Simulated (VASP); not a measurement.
# SiC in VASP: further runs

SiC is run at these levels: LDA; tasks: single point.

Everything below comes from runs of VASP 6.6.1. Logs are shortened: lines on timing, memory, paths and dates and some standing lists are left out, and cuts for length are marked.

**The experiment to reproduce.**

From “Insight into the structural, elastic and electronic properties of a new orthorhombic 6O-SiC polytype”, 2020, pmc:7200658, for a bulk crystal of SiC: band gap 2.4 eV (indirect).

How close the calculation comes is told below.

### 1 The cell of the first run

It takes space group F-43m (No. 216, cubic). Conventional cell: a = 4.329 Å, b = 4.329 Å, c = 4.329 Å, α = 90.00°, β = 90.00°, γ = 90.00°. Within 2.5 Å of Si (site symmetry -43m) lie 4 C at 1.87 Å. C (site symmetry -43m) has 4 Si at 1.87 Å within 2.5 Å.

### 2 Single point, LDA

Contents of INCAR:

```
PREC     = Accurate       # precision mode
ENCUT    = 520            # plane-wave cutoff, eV
EDIFF    = 1E-7           # SCF threshold, eV
ISMEAR   = 0              # smearing method
SIGMA    = 0.01           # smearing width, eV
LREAL    = F              # projectors in reciprocal space
LASPH    = T              # aspherical terms in the spheres
NELM     = 60             # most SCF steps
ALGO     = Normal         # electronic algorithm
ISIF     = 2              # what is computed and relaxed
LWAVE    = F              # write WAVECAR
LCHARG   = F              # write CHGCAR
GGA      = CA             # functional
NBANDS   = 11             # bands
```

Contents of KPOINTS:

```
regular mesh
0
Gamma
  8 8 8
```

Contents of POSCAR:

```
SiC
1.0
    0.0000000000      2.1644853731      2.1644853731
    2.1644853731      0.0000000000      2.1644853731
    2.1644853731      2.1644853731      0.0000000000
Si C
1 1
Direct
    0.0000000000      0.0000000000      0.0000000000
    0.7500000000      0.7500000000      0.7500000000
```

Potentials or basis: VASP PAW LDA potentials, release 64 (Si, C).

Run with:

```sh
$ cat potpaw_LDA.64/Si/POTCAR potpaw_LDA.64/C/POTCAR > POTCAR
$ mpirun -np 1 vasp_std > vasp.out
```

OUTCAR:

```text
PREC = Accurate
   ENCUT = 520
   EDIFF = 1E-7
   ISMEAR = 0
   LREAL = F
   LASPH = T
   NELM = 60
   ISIF = 2
   GGA = CA

 ion  position               nearest neighbor table
   1  0.000  0.000  0.000-   2 1.87   2 1.87   2 1.87   2 1.87
   2  0.750  0.750  0.750-   1 1.87   1 1.87   1 1.87   1 1.87

  LATTYP: Found a face centered cubic cell.
 ALAT       =     4.3289707462

  Lattice vectors:

 A1 = (   0.0000000000,   2.1644853731,   2.1644853731)
 A2 = (   2.1644853731,   0.0000000000,   2.1644853731)
 A3 = (   2.1644853731,   2.1644853731,   0.0000000000)

Analysis of symmetry for initial positions (statically):
=====================================================================
 Subroutine PRICEL returns:
 Original cell was already a primitive cell.

 Routine SETGRP: Setting up the symmetry group for a
 face centered cubic supercell.

 Subroutine GETGRP returns: Found 24 space group operations
 (whereof 24 operations were pure point group operations)
 out of a pool of 48 trial point group operations.

The static configuration has the point symmetry T_d .

Analysis of symmetry for dynamics (positions and initial velocities):
=====================================================================
 Subroutine PRICEL returns:
 Original cell was already a primitive cell.

 Routine SETGRP: Setting up the symmetry group for a
 face centered cubic supercell.

 Subroutine GETGRP returns: Found 24 space group operations
 (whereof 24 operations were pure point group operations)
 out of a pool of 48 trial point group operations.

The dynamic configuration has the point symmetry T_d .

 Subroutine INISYM returns: Found 24 space group operations
 (whereof 24 operations are pure point group operations),
 and found     1 'primitive' translations

----------------------------------------------------------------------------------------

                                     Primitive cell

  volume of cell :      20.2812

  direct lattice vectors                    reciprocal lattice vectors
     0.000000000  2.164485373  2.164485373    -0.231001792  0.231001792  0.231001792
     2.164485373  0.000000000  2.164485373     0.231001792 -0.231001792  0.231001792
     2.164485373  2.164485373  0.000000000     0.231001792  0.231001792 -0.231001792

  length of vectors
     3.061044570  3.061044570  3.061044570     0.400106840  0.400106840  0.400106840

  position of ions in fractional coordinates (direct lattice)
     0.000000000  0.000000000  0.000000000
     0.750000000  0.750000000  0.750000000

[... 79 lines left out ...]
   NSW    =      0    number of steps for IOM
   IBRION =     -1    ionic relax: 0-MD 1-quasi-New 2-CG
   NFREE  =      0    steps in history (QN), initial steepest desc. (CG)
   ISIF   =      2    stress and relaxation
   ISYM   =      2    0-nonsym 1-usesym 2-fastsym
   POTIM  = 0.5000    time-step for ionic-motion
   TEBEG  =    0.0;   TEEND  =   0.0 temperature during run
   PSTRESS=    0.0 pullay stress
   NELECT =       8.0000    total number of electrons
   NUPDOWN=      -1.0000    fix difference up-down
   EMIN   =  10.00;   EMAX   =-10.00  energy-range for DOS
   EFERMI =   0.00;   METHOD = LEGACY
   ISMEAR =     0;   SIGMA  =   0.01  broadening in eV -4-tet -1-fermi 0-gaus
   EFERMI_NEDOS =   21; number of points for ismear=-14 and -15
   IALGO  =     38    algorithm
   IMIX   =      4    mixing-type and parameters
     AMIX     =   0.40;   BMIX     =  1.00
     AMIX_MAG =   1.60;   BMIX_MAG =  1.00
  volume/ion in A,a.u.               =      10.14        68.43
  Fermi-wavevector in a.u.,A,eV,Ry     =   1.200623  2.268849 19.612754  1.441497
  Thomas-Fermi vector in A             =   2.336454
   LORBIT       =      0    0 simple, 1 ext, 2 COOP (PROOUT), +10 PAW based schemes
   GGA     = CA    functional components
   LHFCALC =     F    Hartree Fock is set to
   AEXX    =    0.0000 exact exchange contribution
   IVDW    =     0    specifies the selected vdW correction
   LEPSILON=     F    determine dielectric tensor
   LRPA    =     F    only Hartree local field effects (RPA)
 non-spin polarized calculation
 Gauss-broadening in eV      SIGMA  =   0.01
  energy-cutoff  :      520.00
  volume of cell :       20.28
 maximum number of plane-waves:       568
   NGX = 11   NGY = 11   NGZ = 11

 number of electron       8.0000000 magnetization

 Free energy of the ion-electron system (eV)
  ---------------------------------------------------
  ext. energy  EPLUGINS =         0.00000000
  ---------------------------------------------------
  free energy    TOTEN  =       -16.64140295 eV

  energy without entropy =      -16.64140295  energy(sigma->0) =      -16.64140295

 E-fermi :   8.4212     XC(G=0): -11.6418

 val. band max:        8.2924636341   @ k =   0.0000   0.0000   0.0000
 cond. band min:       9.5788351311   @ k =   0.5000   0.5000   0.0000
 fundamental gap:      1.2863714970
 Fermi energy:         8.4211595511

 k-point     1 :       0.0000    0.0000    0.0000
  band No.  band energies     occupation
      1      -7.1813      2.00000
      2       8.2925      2.00000
      3       8.2925      2.00000
      4       8.2925      2.00000
      5      14.8207      0.00000
      6      15.6224      0.00000
      7      15.6224      0.00000
      8      15.6224      0.00000
      9      22.8678      0.00000
     10      22.8678      0.00000
     11      24.7751      0.00000
[... 309 lines left out ...]
 k-point    24 :      -0.3750    0.2500    0.1250
  band No.  band energies     occupation
      1      -2.8185      2.00000
      2       0.3574      2.00000
      3       4.5517      2.00000
      4       5.9939      2.00000
      5      13.4933      0.00000
      6      15.6268      0.00000
      7      18.4856      0.00000
      8      19.3268      0.00000
      9      21.7469      0.00000
     10      24.5521      0.00000
     11      27.6687      0.00000

 [... further k-points ...]
[... 5 lines left out ...]
  --------------------------------------------------------------------------------------
  -------------------------------------------------------------------------------------
  Total        0.0524592      0.0524592      0.0524592     -0.0000000      0.0000000      0.0000000
  in kB        4.1441788      4.1441788      4.1441788     -0.0000000      0.0000000      0.0000000
  external PRESSURE =       4.1441788 kB  Pullay stress =       0.0000000 kB

 VOLUME and BASIS-vectors are now :
 -----------------------------------------------------------------------------
  energy-cutoff  :      520.00
  volume of cell :       20.28
      direct lattice vectors                 reciprocal lattice vectors
     0.000000000  2.164485373  2.164485373    -0.231001792  0.231001792  0.231001792
     2.164485373  0.000000000  2.164485373     0.231001792 -0.231001792  0.231001792
     2.164485373  2.164485373  0.000000000     0.231001792  0.231001792 -0.231001792

 POSITION                                       TOTAL-FORCE (eV/Angst)
 -----------------------------------------------------------------------------------
      0.00000      0.00000      0.00000         0.000000      0.000000      0.000000
      3.24673      3.24673      3.24673        -0.000000     -0.000000     -0.000000
 -----------------------------------------------------------------------------------
    total drift:                               -0.000000     -0.000000     -0.000000

  FREE ENERGIE OF THE ION-ELECTRON SYSTEM (eV)
  ---------------------------------------------------
  free  energy   TOTEN  =       -16.6414029515 eV

  energy  without entropy=      -16.6414029515  energy(sigma->0) =      -16.64140295
```

OSZICAR:

```text
N       E                     dE             d eps       ncg     rms          rms(c)
DAV:   1     0.873887412874E+00    0.87389E+00   -0.41608E+03   678   0.629E+02
DAV:   2    -0.181976540152E+02   -0.19072E+02   -0.18222E+02   819   0.106E+02
DAV:   3    -0.187364661555E+02   -0.53881E+00   -0.53805E+00   785   0.149E+01
DAV:   4    -0.187386391284E+02   -0.21730E-02   -0.21729E-02   712   0.122E+00
DAV:   5    -0.187386496500E+02   -0.10522E-04   -0.10521E-04   785   0.774E-02    0.928E+00
DAV:   6    -0.167372407820E+02    0.20014E+01   -0.72657E+00   710   0.120E+01    0.410E+00
DAV:   7    -0.166624081266E+02    0.74833E-01   -0.40314E-01   755   0.366E+00    0.183E+00
DAV:   8    -0.166418008846E+02    0.20607E-01   -0.26711E-02   734   0.985E-01    0.182E-01
DAV:   9    -0.166413896920E+02    0.41119E-03   -0.19624E-03   797   0.241E-01    0.986E-02
DAV:  10    -0.166414029527E+02   -0.13261E-04   -0.12321E-04   728   0.689E-02    0.332E-02
DAV:  11    -0.166414032114E+02   -0.25876E-06   -0.33818E-06   779   0.113E-02    0.141E-02
DAV:  12    -0.166414029494E+02    0.26206E-06   -0.69719E-07   734   0.407E-03    0.785E-04
DAV:  13    -0.166414029515E+02   -0.21566E-08   -0.37529E-08   427   0.117E-03
   1 F= -.16641403E+02 E0= -.16641403E+02  d E =-.387421E-76
```

stdout:

```text
POSCAR found type information on POSCAR SiC
 POSCAR found :  2 types and       2 ions
 scaLAPACK will be used
 LDA part: xc-table for (Slater(with rela. corr.)+CA(PZ))
 , standard interpolation
 POSCAR, INCAR and KPOINTS ok, starting setup
 FFT: planning ... GRIDC
 FFT: planning ... GRID_SOFT
 FFT: planning ... GRID
 WAVECAR not read
 entering main loop
```

Run time: 4.2 s. Hardware: 1 thread of Intel Xeon Platinum 8259CL at 2.50GHz (Skylake/Cascade Lake), shared host; peak memory 0.12 GiB.

Results:

```yaml
Free_energy: -16.6414 eV
Pressure: 0.4 GPa
Band_gap_on_the_k_mesh: 1.29 eV, indirect (least direct gap 4.52 eV)
```

### 3 Single point, LDA

Contents of INCAR:

```
ALGO = Normal
EDIFF = 1E-7
ENCUT = 520
ISIF = 2
ISMEAR = 0
LASPH = True
LCHARG = False
LREAL = False
LWAVE = False
NBANDS = 11
NELM = 100
PREC = Accurate
SIGMA = 0.01
```

Contents of KPOINTS:

```
k-points
0
Gamma
  8 8 8
```

POSCAR is that of step 2.

Potentials or basis: VASP PAW LDA potentials, release 64 (Si, C).

Run with:

```sh
$ cat potpaw_LDA.64/Si/POTCAR potpaw_LDA.64/C/POTCAR > POTCAR
$ mpirun -np 1 vasp_std > vasp.out
```

OUTCAR:

```text
EDIFF = 1E-7
   ENCUT = 520
   ISIF = 2
   ISMEAR = 0
   LASPH = True
   LREAL = False
   NELM = 100
   PREC = Accurate

 ion  position               nearest neighbor table
   1  0.000  0.000  0.000-   2 1.87   2 1.87   2 1.87   2 1.87
   2  0.750  0.750  0.750-   1 1.87   1 1.87   1 1.87   1 1.87

  LATTYP: Found a face centered cubic cell.
 ALAT       =     4.3289707462

  Lattice vectors:

 A1 = (   0.0000000000,   2.1644853731,   2.1644853731)
 A2 = (   2.1644853731,   0.0000000000,   2.1644853731)
 A3 = (   2.1644853731,   2.1644853731,   0.0000000000)

Analysis of symmetry for initial positions (statically):
=====================================================================
 Subroutine PRICEL returns:
 Original cell was already a primitive cell.

 Routine SETGRP: Setting up the symmetry group for a
 face centered cubic supercell.

 Subroutine GETGRP returns: Found 24 space group operations
 (whereof 24 operations were pure point group operations)
 out of a pool of 48 trial point group operations.

The static configuration has the point symmetry T_d .

Analysis of symmetry for dynamics (positions and initial velocities):
=====================================================================
 Subroutine PRICEL returns:
 Original cell was already a primitive cell.

 Routine SETGRP: Setting up the symmetry group for a
 face centered cubic supercell.

 Subroutine GETGRP returns: Found 24 space group operations
 (whereof 24 operations were pure point group operations)
 out of a pool of 48 trial point group operations.

The dynamic configuration has the point symmetry T_d .

 Subroutine INISYM returns: Found 24 space group operations
 (whereof 24 operations are pure point group operations),
 and found     1 'primitive' translations

----------------------------------------------------------------------------------------

                                     Primitive cell

  volume of cell :      20.2812
[... 111 lines left out ...]
  Fermi-wavevector in a.u.,A,eV,Ry     =   1.200623  2.268849 19.612754  1.441497
  Thomas-Fermi vector in A             =   2.336454
   LORBIT       =      0    0 simple, 1 ext, 2 COOP (PROOUT), +10 PAW based schemes
   GGA     = CA    functional components
   LHFCALC =     F    Hartree Fock is set to
   AEXX    =    0.0000 exact exchange contribution
   IVDW    =     0    specifies the selected vdW correction
   LEPSILON=     F    determine dielectric tensor
   LRPA    =     F    only Hartree local field effects (RPA)
 non-spin polarized calculation
 Gauss-broadening in eV      SIGMA  =   0.01
  energy-cutoff  :      520.00
  volume of cell :       20.28
 maximum number of plane-waves:       568
   NGX = 11   NGY = 11   NGZ = 11

 number of electron       8.0000000 magnetization

 Free energy of the ion-electron system (eV)
  ---------------------------------------------------
  ext. energy  EPLUGINS =         0.00000000
  ---------------------------------------------------
  free energy    TOTEN  =       -16.64140295 eV

  energy without entropy =      -16.64140295  energy(sigma->0) =      -16.64140295

 E-fermi :   8.4212     XC(G=0): -11.6418

 val. band max:        8.2924636341   @ k =   0.0000   0.0000   0.0000
 cond. band min:       9.5788351311   @ k =   0.5000   0.5000   0.0000
 fundamental gap:      1.2863714970
 Fermi energy:         8.4211595511

 k-point     1 :       0.0000    0.0000    0.0000
  band No.  band energies     occupation
      1      -7.1813      2.00000
      2       8.2925      2.00000
      3       8.2925      2.00000
      4       8.2925      2.00000
      5      14.8207      0.00000
      6      15.6224      0.00000
      7      15.6224      0.00000
      8      15.6224      0.00000
      9      22.8678      0.00000
     10      22.8678      0.00000
     11      24.7751      0.00000
[... 309 lines left out ...]
 k-point    24 :      -0.3750    0.2500    0.1250
  band No.  band energies     occupation
      1      -2.8185      2.00000
      2       0.3574      2.00000
      3       4.5517      2.00000
      4       5.9939      2.00000
      5      13.4933      0.00000
      6      15.6268      0.00000
      7      18.4856      0.00000
      8      19.3268      0.00000
      9      21.7469      0.00000
     10      24.5521      0.00000
     11      27.6687      0.00000

 [... further k-points ...]
[... 5 lines left out ...]
  --------------------------------------------------------------------------------------
  -------------------------------------------------------------------------------------
  Total        0.0524592      0.0524592      0.0524592     -0.0000000      0.0000000      0.0000000
  in kB        4.1441788      4.1441788      4.1441788     -0.0000000      0.0000000      0.0000000
  external PRESSURE =       4.1441788 kB  Pullay stress =       0.0000000 kB

 VOLUME and BASIS-vectors are now :
 -----------------------------------------------------------------------------
  energy-cutoff  :      520.00
  volume of cell :       20.28
      direct lattice vectors                 reciprocal lattice vectors
     0.000000000  2.164485373  2.164485373    -0.231001792  0.231001792  0.231001792
     2.164485373  0.000000000  2.164485373     0.231001792 -0.231001792  0.231001792
     2.164485373  2.164485373  0.000000000     0.231001792  0.231001792 -0.231001792

 POSITION                                       TOTAL-FORCE (eV/Angst)
 -----------------------------------------------------------------------------------
      0.00000      0.00000      0.00000         0.000000      0.000000      0.000000
      3.24673      3.24673      3.24673        -0.000000     -0.000000     -0.000000
 -----------------------------------------------------------------------------------
    total drift:                               -0.000000     -0.000000     -0.000000

  FREE ENERGIE OF THE ION-ELECTRON SYSTEM (eV)
  ---------------------------------------------------
  free  energy   TOTEN  =       -16.6414029515 eV

  energy  without entropy=      -16.6414029515  energy(sigma->0) =      -16.64140295
```

It took 3.9 s on 1 thread of Intel Xeon Platinum 8259CL at 2.50GHz (Skylake/Cascade Lake), shared host; peak memory 0.12 GiB.

What came out:

```
Free energy            : -16.6414 eV
Pressure               : 0.4 GPa
Band gap on the k mesh : 1.29 eV, indirect (least direct gap 4.52 eV)
```

Levels at points of the mesh, in eV from the valence-band top:
```tsv
k point	band 1	band 2	band 3	band 4	band 5	band 6	band 7	band 8
(0.00, 0.00, 0.00)	-15.47	0.00	0.00	0.00	6.53	7.33	7.33	7.33
(0.50, 0.00, 0.00)	-11.78	-8.67	-1.06	-1.06	5.57	7.21	7.21	10.03
(0.50, 0.50, 0.00)	-10.28	-7.88	-3.23	-3.23	1.29	4.26	14.06	14.06
```

(Part 1 of 2 ends here.)
